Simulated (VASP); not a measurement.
Runs of VASP 6.6.1 on Mg3ZrN. The structure is that of space group P4/mmm (No. 123), or close to it. The cells are those of the table. 

| task | spin | cell | k mesh | cutoff (eV) | gap on the mesh (eV) | pressure (GPa) | relaxed volume (Å³/atom) |
| --- | --- | --- | --- | --- | --- | --- | --- |
| single point | collinear, ferromagnetic start | a = 5.369, b = 5.369, c = 3.706 Å, 5 atoms | 4 × 4 × 6 | 520 | none | 0.0 | - |
| relaxation of cell and atoms | off | relaxed from a = 5.369, b = 5.369, c = 3.706 Å, 5 atoms | 8 × 8 × 10 | 600 | none | -0.1 | 21.36 |
| single point | off | a = 5.369, b = 5.369, c = 3.706 Å, 5 atoms | 4 × 4 × 6 | 520 | none | 0.0 | - |
| single point | off | a = 5.369, b = 5.369, c = 3.706 Å, 5 atoms | 8 × 8 × 10 | 520 | none | 0.0 | - |
| relaxation of cell and atoms | off | relaxed from a = 5.374, b = 5.374, c = 3.193 Å, 5 atoms | 4 × 4 × 6 | 600 | none | 0.1 | 21.32 |
| single point | off | a = 5.374, b = 5.374, c = 3.193 Å, 5 atoms | 4 × 4 × 6 | 520 | none | (a) | - |

Alike in all rows: level PBE; potentials or basis VASP PAW PBE potentials, release 64 (Mg, Zr_sv, N); smearing gaussian 0.1 eV.

Estimate the missing entries.

(a) 23.6.

Caveats: the volume moved by over 15 % at a fixed basis, so the end points are rough (some runs).

A k mesh can miss the band edges, and the runs leave out spin-orbit coupling on Zr.

A gap of «none» marks levels without a gap at the run's occupations.
